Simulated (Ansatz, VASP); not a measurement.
**PtS2: VASP beside Ansatz**

File INCAR:

```
SYSTEM = PtS2
ALGO = Normal
EDIFF = 1E-6
ENCUT = 520
GGA = PS
ISIF = 2
ISMEAR = 0
LASPH = .TRUE.
LCHARG = .FALSE.
LREAL = .FALSE.
LWAVE = .FALSE.
NBANDS = 18
NELM = 80
PREC = Accurate
SIGMA = 0.05
```

KPOINTS

```
k-points
0
G
  12 12 8
  0 0 0
```

File POSCAR:

```
PtS2
1.0
    3.5431994758      0.0000000000      0.0000000000
   -1.7715997379      3.0685007567      0.0000000000
    0.0000000000      0.0000000000      5.0388000000
Pt S
1 2
Direct
    0.0000000000      0.0000000000      0.0000000000
    0.3164639195      0.7127547623      0.2500000000
    0.6497972529      0.3794214289      0.7500000000
```

Input for Ansatz:

```yaml
crystal:
  lattice:
    - [3.5431994758, 0.0, 0.0]
    - [-1.7715997379, 3.0685007567, 0.0]
    - [0.0, 0.0, 5.0388]
  atoms:
    - { symbol: Pt, position: [0.0, 0.0, 0.0] }
    - { symbol: S, position: [0.3164639195, 0.7127547623, 0.25] }
    - { symbol: S, position: [0.6497972529, 0.3794214289, 0.75] }
basis:
  ecutwfc: 420
kpoints:
  mp_grid: { grid: [12, 12, 8] }
hamiltonian:
  xc: pbesol
scf:
  occupations: { method: gaussian, width: 0.05 }
output:
  forces: true
  stress: true
  eigenvalues: true
```

Change from the starting cell: all S atoms moved -0.200 Å, as atom 2 along Cartesian [1 -1 0].

Alike in both runs: task single point; functional PBEsol; k mesh 12 × 12 × 8; occupations gaussian, width 0.05 eV; no spin polarisation.

```csv
,VASP,Ansatz
version,VASP 6.6.1,Ansatz 0.2.0
potentials or method,"VASP PAW PBE potentials, release 64 (Pt, S), cutoff 520 eV","scalar-relativistic, plane waves, PAW"
valence electrons in the cell,22,30
```

```csv
,VASP,Ansatz,Ansatz less VASP
gap on the k mesh at the Fermi level (eV),0.38,0.38,-0.006
least direct gap on the mesh (eV),0.77,0.76,-0.009
pressure (GPa),-0.3,-0.1,+0.23
"traceless stress, the component that is largest in VASP (GPa)",2.06,2.05,-0.013
rms of the force components (eV/Å),1.322,1.319,-0.0036
```

VASP's potentials were made for PBE, not for PBEsol. Atom by atom the forces differ by 0.011 eV/Å (rms over components). With one functional, cell and mesh, what is left measures potentials, basis and numerics. VASP's potentials hold 22 valence electrons a cell and Ansatz's 30, so a difference there can come from the potentials and not from the codes.

Spin-orbit coupling is off throughout.
